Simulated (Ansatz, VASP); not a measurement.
# One calculation of Ta, two programs

```
Ta
1.0
    -1.72559    1.72559    1.65128
     1.72559   -1.72559    1.65128
     1.72559    1.72559   -1.65128
Ta
1
Direct
  0.00000 0.00000 0.00000
```

Change from the starting cell: strain +0.0450 x Voigt [1, 1, 0, 0, 0, 0], atoms carried along.

Alike in both runs: task single point; functional LDA; k mesh 20 × 20 × 20; occupations methfessel-paxton of order 1, width 0.02 eV; no spin polarisation.

```csv
,VASP,Ansatz
version,VASP 6.6.1,Ansatz 0.2.0
potentials or method,"VASP PAW LDA potentials, release 64 (Ta_pv), cutoff 520 eV","scalar-relativistic, plane waves, PAW"
valence electrons in the cell,11,13
```

```csv
,VASP,Ansatz,Ansatz less VASP
gap on the k mesh at the Fermi level (eV),none,none,-
pressure (GPa),-21.8,-22.3,-0.47
"traceless stress, the component that is largest in VASP (GPa)",2.44,2.35,-0.096
```

LDA's correlation is that of Perdew and Zunger in VASP and of Perdew and Wang (1992) in Ansatz. A gap of «none» marks a metal or a gap that the smearing closes. VASP's potentials hold 11 valence electrons a cell and Ansatz's 13, so a difference there can come from the potentials and not from the codes.

Neither program's run includes spin-orbit coupling.
